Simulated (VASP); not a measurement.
The system is NiO.

```
CELL_PARAMETERS angstrom
0.00000 2.08590 2.08590
2.08590 0.00000 2.08590
2.08590 2.08590 0.00000
ATOMIC_POSITIONS crystal
Ni 0.00000 0.00000 0.00000
O 0.50000 0.50000 0.50000
```

- Program: VASP 6.6.1
- Task: relaxation of cell and atoms
- Functional: BLYP
- Potentials or basis: VASP PAW PBE potentials, release 64 (Ni, O)
- Cutoff: 600 eV
- k mesh: 11 × 11 × 11
- Occupations: tetrahedron
- Spin: collinear spin, ferromagnetic start
- Starting moments: [1.75, 0.38] μB

At the start: pressure 14.1 GPa; volume 9.08 Å³/atom.

Q: How do energy, volume and symmetry change on relaxing?

A: Over 4 steps the energy falls by 27.1 meV/atom and the volume is 9.82 Å³/atom (+8.2 %); space group Fm-3m (No. 225, to 0.05 Å); moment 1.92 μB per cell.

The path:
```csv
step,energy change (eV),largest force (eV/Å),pressure (GPa),volume (Å³)
1,0.0000,0.0000,14.10,18.15
2,-0.0404,0.0000,-5.12,20.33
3,-0.0543,0.0000,0.95,19.51
4,-0.0542,0.0000,-0.03,19.64
```

Final structure:
```cif
data_structure
_symmetry_space_group_name_H-M 'P 1'
_symmetry_Int_Tables_number 1
_cell_length_a 3.0283
_cell_length_b 3.0283
_cell_length_c 3.0283
_cell_angle_alpha 60.000
_cell_angle_beta 60.000
_cell_angle_gamma 60.000
_cell_volume 19.64
loop_
_atom_site_label
_atom_site_type_symbol
_atom_site_fract_x
_atom_site_fract_y
_atom_site_fract_z
_atom_site_occupancy
Ni1 Ni 0.00000 0.00000 0.00000 1
O1 O 0.50000 0.50000 0.50000 1
```

Caveat: the PAW data sets were made with another functional, which shifts forces and pressure a little; a cell with one magnetic atom can't hold antiferromagnetic order, which such compounds often take; tetrahedron occupations give inexact forces and stress in metals.
